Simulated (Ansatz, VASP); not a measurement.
# GaGe2 in VASP and in Ansatz

```
Ga Ge
1.0
     4.24753    0.00000    0.00000
    -2.12377    3.67847    0.00000
     0.00000    0.00000    4.16959
Ga Ge
1 2
Direct
  0.00000 0.00000 0.00000
  0.33333 0.66667 0.50000
  0.66667 0.33333 0.50000
```

Alike in both runs: functional r2SCAN; k mesh 6 × 6 × 4; occupations gaussian, width 0.1 eV; no spin polarisation.

Ansatz relaxed the structure, and its values are those at the end. VASP's run is a single point on that final structure, the one shown.

```csv
,VASP,Ansatz
version,VASP 6.6.1,Ansatz 0.2.0
potentials or method,"VASP PAW PBE potentials, release 64 (Ga_d, Ge_d), cutoff 520 eV","scalar-relativistic, plane waves, PAW"
valence electrons in the cell,41,41
```

|  | VASP | Ansatz | Ansatz less VASP |
| --- | --- | --- | --- |
| gap on the k mesh at the Fermi level (eV) | none | none | - |
| pressure (GPa) | 0.0 | 0.1 | +0.06 |

VASP's potentials were made for PBE, not for r2SCAN. A gap of «none» marks a metal or a gap that the smearing closes.

The k mesh is coarse, so the values compare programs but aren't converged.
